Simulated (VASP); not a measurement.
Runs of VASP 6.6.1 on BaTiO3. The structure is that of space group Pm-3m (No. 221), or close to it. The cells are those of the table. 

```tsv
task	potentials or basis	cell	cutoff (eV)	gap on the mesh (eV)	pressure (GPa)
electric field gradients	VASP PAW LDA potentials, release 64 (Ba_sv, Ti_sv, O_h)	a = 4.007 Å, angles 89.4°, 5 atoms	910	(b)	-7.7
electric field gradients	VASP PAW LDA potentials, release 64 (Ba_sv, Ti_sv, O)	a = 4.007, b = 4.007, c = 4.087 Å, 5 atoms	520	1.57	-10.4
single point	VASP PAW LDA potentials, release 64 (Ba_sv, Ti_sv, O)	a = 4.007, b = 4.007, c = 4.047 Å, 5 atoms	520	1.61	-9.0
electric field gradients	VASP PAW LDA potentials, release 64 (Ba_sv, Ti_sv, O_h)	a = 4.008 Å, angles 88.3°, 5 atoms	910	(a)	-7.5
electric field gradients	VASP PAW LDA potentials, release 64 (Ba_sv, Ti_sv, O)	a = 4.007, b = 4.007, c = 3.887 Å, 5 atoms	520	1.64	-2.0
electric field gradients	VASP PAW LDA potentials, release 64 (Ba_sv, Ti_sv, O)	a = 4.007, b = 4.007, c = 4.128 Å, 5 atoms	520	1.54	-11.6
electric field gradients	VASP PAW LDA potentials, release 64 (Ba_sv, Ti_sv, O)	a = 4.007, b = 4.007, c = 3.967 Å, 5 atoms	520	1.65	-5.8
single point	VASP PAW LDA potentials, release 64 (Ba_sv, Ti_sv, O)	a = 4.007, b = 4.007, c = 4.087 Å, 5 atoms	520	1.57	-10.4
single point	VASP PAW LDA potentials, release 64 (Ba_sv, Ti_sv, O)	a = 4.007, b = 4.007, c = 4.128 Å, 5 atoms	520	1.54	-11.6
```

Alike in all rows: level LDA; no spin polarisation; k mesh 8 × 8 × 8; smearing fermi-dirac 0.05 eV.

Question: Estimate the missing entries.

Answer: (a) 1.55; (b) 1.63.

Caveats: spin-orbit coupling is left out, which moves the levels of the heavy elements; the cell stands under tension (at least some runs); the cutoff is under 1.25 times the usual one of these potentials, so pressure, stress and relaxed cells hold a basis-set (Pulay) error (at least some runs).

A k mesh can miss the band edges, and the runs leave out spin-orbit coupling on Ba.
